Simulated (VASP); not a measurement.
# ZrB (Fm-3m) in VASP: single point with PBE

Aim: the single point of ZrB with PBE.

Everything below comes from runs of VASP 6.6.1. Logs are shortened: lines on timing, memory, paths and dates and some standing lists are left out, and cuts for length are marked.

**1. The cell of the first run**

The structure is cubic, space group Fm-3m (No. 225). The conventional cell has a = 4.913 Å, b = 4.913 Å, c = 4.913 Å, α = 90.00°, β = 90.00°, γ = 90.00°. Zr (site symmetry m-3m) has 6 B at 2.46 Å within 3.2 Å. Within 3.2 Å of B (site symmetry m-3m) lie 6 Zr at 2.46 Å.

**2. Single point, PBE**

INCAR

```
SYSTEM = ZrB
PREC     = Accurate       ! precision mode
ENCUT    = 520            ! plane-wave cutoff, eV
EDIFF    = 1E-7           ! SCF threshold, eV
ISMEAR   = 1              ! smearing method
SIGMA    = 0.15           ! smearing width, eV
LREAL    = .FALSE.        ! projectors in reciprocal space
LASPH    = .TRUE.         ! aspherical terms in the spheres
NELM     = 60             ! most SCF steps
ALGO     = Normal         ! electronic algorithm
ISIF     = 2              ! what is computed and relaxed
LWAVE    = .FALSE.        ! write WAVECAR
LCHARG   = .FALSE.        ! write CHGCAR
GGA      = PE             ! functional
NBANDS   = 14             ! bands
```

KPOINTS

```
Automatic mesh
0
G
  8 8 8
  0 0 0
```

POSCAR

```
ZrB
1.0
    0.0000000000      2.4563200000      2.4563200000
    2.4563200000      0.0000000000      2.4563200000
    2.4563200000      2.4563200000      0.0000000000
Zr B
1 1
Direct
    0.5000000000      0.5000000000      0.5000000000
    0.0000000000      0.0000000000      0.0000000000
```

Potentials or basis: VASP PAW PBE potentials, release 64 (Zr_sv, B).

Command:

```sh
$ cat potpaw_PBE.64/Zr_sv/POTCAR potpaw_PBE.64/B/POTCAR > POTCAR
$ mpirun -np 1 vasp_std > vasp.out
```

OUTCAR:

```text
SYSTEM = ZrB
   PREC = Accurate
   ENCUT = 520
   EDIFF = 1E-7
   ISMEAR = 1
   LREAL = .FALSE.
   LASPH = .TRUE.
   NELM = 60
   ISIF = 2
   GGA = PE

 ion  position               nearest neighbor table
   1  0.500  0.500  0.500-   2 2.46   2 2.46   2 2.46   2 2.46   2 2.46   2 2.46
   2  0.000  0.000  0.000-   1 2.46   1 2.46   1 2.46   1 2.46   1 2.46   1 2.46

  LATTYP: Found a face centered cubic cell.
 ALAT       =     4.9126400000

  Lattice vectors:

 A1 = (   0.0000000000,   2.4563200000,   2.4563200000)
 A2 = (   2.4563200000,   0.0000000000,   2.4563200000)
 A3 = (   2.4563200000,   2.4563200000,   0.0000000000)

Analysis of symmetry for initial positions (statically):
=====================================================================
 Subroutine PRICEL returns:
 Original cell was already a primitive cell.

 Routine SETGRP: Setting up the symmetry group for a
 face centered cubic supercell.

 Subroutine GETGRP returns: Found 48 space group operations
 (whereof 48 operations were pure point group operations)
 out of a pool of 48 trial point group operations.

The static configuration has the point symmetry O_h .

Analysis of symmetry for dynamics (positions and initial velocities):
=====================================================================
 Subroutine PRICEL returns:
 Original cell was already a primitive cell.

 Routine SETGRP: Setting up the symmetry group for a
 face centered cubic supercell.

 Subroutine GETGRP returns: Found 48 space group operations
 (whereof 48 operations were pure point group operations)
 out of a pool of 48 trial point group operations.

The dynamic configuration has the point symmetry O_h .

 Subroutine INISYM returns: Found 48 space group operations
 (whereof 48 operations are pure point group operations),
 and found     1 'primitive' translations

----------------------------------------------------------------------------------------

                                     Primitive cell

  volume of cell :      29.6405

  direct lattice vectors                    reciprocal lattice vectors
     0.000000000  2.456320000  2.456320000    -0.203556540  0.203556540  0.203556540
     2.456320000  0.000000000  2.456320000     0.203556540 -0.203556540  0.203556540
     2.456320000  2.456320000  0.000000000     0.203556540  0.203556540 -0.203556540

  length of vectors
     3.473761058  3.473761058  3.473761058     0.352570269  0.352570269  0.352570269

  position of ions in fractional coordinates (direct lattice)
     0.500000000  0.500000000  0.500000000
     0.000000000  0.000000000  0.000000000

  ion indices of the primitive-cell ions
   primitive index   ion index
                 1           1
                 2           2

----------------------------------------------------------------------------------------

 KPOINTS: Automatic mesh

Automatic generation of k-mesh.
 Grid dimensions read from file:
 generate k-points for:    8    8    8

 Generating k-lattice:

  Cartesian coordinates                     Fractional coordinates (reciprocal lattice)
    -0.025444567  0.025444567  0.025444567     0.125000000  0.000000000  0.000000000
     0.025444567 -0.025444567  0.025444567     0.000000000  0.125000000  0.000000000
     0.025444567  0.025444567 -0.025444567     0.000000000  0.000000000  0.125000000

  Length of vectors
     0.044071284  0.044071284  0.044071284

  Shift w.r.t. Gamma in fractional coordinates (k-lattice)
     0.000000000  0.000000000  0.000000000

 Subroutine IBZKPT returns following result:
 ===========================================

 Found     29 irreducible k-points:

 Following reciprocal coordinates:
            Coordinates               Weight
  0.000000  0.000000  0.000000      1.000000
  0.125000  0.000000  0.000000      8.000000
  0.250000  0.000000  0.000000      8.000000
  0.375000  0.000000  0.000000      8.000000
  0.500000  0.000000  0.000000      4.000000
  0.125000  0.125000  0.000000      6.000000
[... 16 lines left out ...]
  0.500000  0.250000  0.125000     48.000000
 -0.375000  0.250000  0.125000     24.000000
 [... further k-points ...]
   k-points           NKPTS =     29   k-points in BZ     NKDIM =     29   number of bands    NBANDS=     14
   number of dos      NEDOS =    301   number of ions     NIONS =      2
   total plane-waves  NPLWV =  21952
   dimension x,y,z NGX =    28 NGY =   28 NGZ =   28
   dimension x,y,z NGXF=    56 NGYF=   56 NGZF=   56
   ions per type =               1   1
   NGX,Y,Z   is equivalent  to a cutoff of  13.40, 13.40, 13.40 a.u.
   NGXF,Y,Z  is equivalent  to a cutoff of  26.80, 26.80, 26.80 a.u.
 SYSTEM =  ZrB
   PREC   = accura    normal or accurate (medium, high low for compatibility)
   ISTART =      0    job   : 0-new  1-cont  2-samecut
   ICHARG =      2    charge: 1-file 2-atom 10-const
   ISPIN  =      1    spin polarized calculation?
   LNONCOLLINEAR =      F non collinear calculations
   LSORBIT =      F    spin-orbit coupling
   LASPH  =      T    aspherical Exc in radial PAW
   ENCUT  =  520.0 eV  38.22 Ry    6.18 a.u.   6.46  6.46  6.46*2*pi/ulx,y,z
   NELM   =     60;   NELMIN=  2; NELMDL= -5     # of ELM steps
   EDIFF  = 0.1E-06   stopping-criterion for ELM
   LREAL  =      F    real-space projection
   EDIFFG = 0.1E-05   stopping-criterion for IOM
   NSW    =      0    number of steps for IOM
   IBRION =     -1    ionic relax: 0-MD 1-quasi-New 2-CG
   NFREE  =      0    steps in history (QN), initial steepest desc. (CG)
   ISIF   =      2    stress and relaxation
   ISYM   =      2    0-nonsym 1-usesym 2-fastsym
   POTIM  = 0.5000    time-step for ionic-motion
   TEBEG  =    0.0;   TEEND  =   0.0 temperature during run
   PSTRESS=    0.0 pullay stress
   NELECT =      15.0000    total number of electrons
   NUPDOWN=      -1.0000    fix difference up-down
   EMIN   =  10.00;   EMAX   =-10.00  energy-range for DOS
   EFERMI =   0.00;   METHOD = LEGACY
   ISMEAR =     1;   SIGMA  =   0.15  broadening in eV -4-tet -1-fermi 0-gaus
   EFERMI_NEDOS =   21; number of points for ismear=-14 and -15
   IALGO  =     38    algorithm
   IMIX   =      4    mixing-type and parameters
     AMIX     =   0.40;   BMIX     =  1.00
     AMIX_MAG =   1.60;   BMIX_MAG =  1.00
  volume/ion in A,a.u.               =      14.82       100.01
  Fermi-wavevector in a.u.,A,eV,Ry     =   1.304599  2.465334 23.156817  1.701978
  Thomas-Fermi vector in A             =   2.435524
   LORBIT       =      0    0 simple, 1 ext, 2 COOP (PROOUT), +10 PAW based schemes
   GGA     = PE    functional components
   LHFCALC =     F    Hartree Fock is set to
   AEXX    =    0.0000 exact exchange contribution
   IVDW    =     0    specifies the selected vdW correction
   LEPSILON=     F    determine dielectric tensor
   LRPA    =     F    only Hartree local field effects (RPA)
 non-spin polarized calculation
 Methfessel and Paxton  Order N= 1 SIGMA  =   0.15
  energy-cutoff  :      520.00
  volume of cell :       29.64
 maximum number of plane-waves:       821
 NGX is ok and might be reduce to    28
   NGX = 13   NGY = 13   NGZ = 13

 number of electron      15.0000000 magnetization

 Free energy of the ion-electron system (eV)
  ---------------------------------------------------
  ext. energy  EPLUGINS =         0.00000000
  ---------------------------------------------------
  free energy    TOTEN  =       -15.99832797 eV

  energy without entropy =      -15.99695616  energy(sigma->0) =      -15.99787070

 E-fermi :   7.4318     XC(G=0): -11.4502

 val. band max:        7.3730526729   @ k =   0.5000   0.2500   0.0000
 cond. band min:       7.4702565334   @ k =   0.3750   0.2500   0.1250
 fundamental gap:      0.0972038605
 Fermi energy:         7.4317730457

 k-point     1 :       0.0000    0.0000    0.0000
  band No.  band energies     occupation
      1     -40.1056      2.00000
      2     -17.9331      2.00000
      3     -17.9331      2.00000
      4     -17.9331      2.00000
      5      -0.6205      2.00000
      6       9.1410     -0.00000
      7       9.1410     -0.00000
      8       9.1410     -0.00000
      9      10.5230      0.00000
     10      10.5230      0.00000
     11      10.8229      0.00000
     12      10.8229      0.00000
     13      10.8229      0.00000
     14      18.3297      0.00000

 k-point     2 :       0.1250    0.0000    0.0000
  band No.  band energies     occupation
      1     -40.0974      2.00000
      2     -18.0138      2.00000
      3     -17.9413      2.00000
      4     -17.9413      2.00000
      5      -0.2798      2.00000
      6       8.1742     -0.00000
      7       8.6154     -0.00000
      8       8.6154     -0.00000
      9       9.7195     -0.00000
     10       9.7195     -0.00000
     11      11.1928      0.00000
     12      12.8340      0.00000
     13      12.8340      0.00000
     14      18.7512      0.00000

 k-point     3 :       0.2500    0.0000    0.0000
  band No.  band energies     occupation
      1     -40.0775      2.00000
      2     -18.2037      2.00000
      3     -17.9611      2.00000
      4     -17.9611      2.00000
      5       0.6506      2.00000
      6       6.5476      2.00000
      7       7.3509      1.78175
      8       7.3509      1.78175
      9      10.4866      0.00000
     10      10.4866      0.00000
     11      11.6574      0.00000
     12      15.2257      0.00000
     13      15.2257      0.00000
     14      18.6506      0.00000
[... 324 lines left out ...]
 k-point    23 :       0.5000    0.2500    0.1250
  band No.  band energies     occupation
      1     -40.0465      2.00000
      2     -18.3416      2.00000
      3     -18.1147      2.00000
      4     -18.0189      2.00000
      5       2.0941      2.00000
      6       5.0026      2.00000
      7       6.5042      2.00000
      8       6.9385      2.00003
      9      10.6519      0.00000
     10      12.4410      0.00000
     11      13.1453      0.00000
     12      14.8247      0.00000
     13      17.0590      0.00000
     14      18.9194      0.00000

 k-point    24 :      -0.3750    0.2500    0.1250
  band No.  band energies     occupation
      1     -40.0398      2.00000
      2     -18.3846      2.00000
      3     -18.1291      2.00000
      4     -18.0352      2.00000
      5       2.5689      2.00000
      6       4.5861      2.00000
      7       6.3935      2.00000
      8       6.7506      2.00000
      9      11.6816      0.00000
     10      11.7602      0.00000
     11      13.0909      0.00000
     12      16.3858      0.00000
     13      16.4941      0.00000
     14      17.9633      0.00000

 [... further k-points ...]
[... 5 lines left out ...]
  --------------------------------------------------------------------------------------
  -------------------------------------------------------------------------------------
  Total       -0.1228622     -0.1228622     -0.1228622      0.0000000      0.0000000     -0.0000000
  in kB       -6.6411626     -6.6411626     -6.6411626      0.0000000      0.0000000     -0.0000000
  external PRESSURE =      -6.6411626 kB  Pullay stress =       0.0000000 kB

 VOLUME and BASIS-vectors are now :
 -----------------------------------------------------------------------------
  energy-cutoff  :      520.00
  volume of cell :       29.64
      direct lattice vectors                 reciprocal lattice vectors
     0.000000000  2.456320000  2.456320000    -0.203556540  0.203556540  0.203556540
     2.456320000  0.000000000  2.456320000     0.203556540 -0.203556540  0.203556540
     2.456320000  2.456320000  0.000000000     0.203556540  0.203556540 -0.203556540

 POSITION                                       TOTAL-FORCE (eV/Angst)
 -----------------------------------------------------------------------------------
      2.45632      2.45632      2.45632         0.000000     -0.000000      0.000000
      0.00000      0.00000      0.00000        -0.000000      0.000000     -0.000000
 -----------------------------------------------------------------------------------
    total drift:                                0.000000      0.000000      0.000000

  FREE ENERGIE OF THE ION-ELECTRON SYSTEM (eV)
  ---------------------------------------------------
  free  energy   TOTEN  =       -15.9983279705 eV

  energy  without entropy=      -15.9969561599  energy(sigma->0) =      -15.99787070
```

Wall time 29 s (1 thread of AMD EPYC 7R13, shared host); peak memory 0.13 GiB.

What came out:

* Free energy: -15.9983 eV
* Pressure: -0.7 GPa

Levels at points of the mesh, in eV from the Fermi level:
```
           k point  band 6  band 7  band 8  band 9  band 10  band 11
(0.00, 0.00, 0.00)    1.71    1.71    1.71    3.09     3.09     3.39
(0.50, 0.00, 0.00)   -3.81   -1.17   -1.17    4.75     4.75     6.01
(0.50, 0.50, 0.00)   -0.83   -0.79    2.01    2.01     4.49     5.65
```
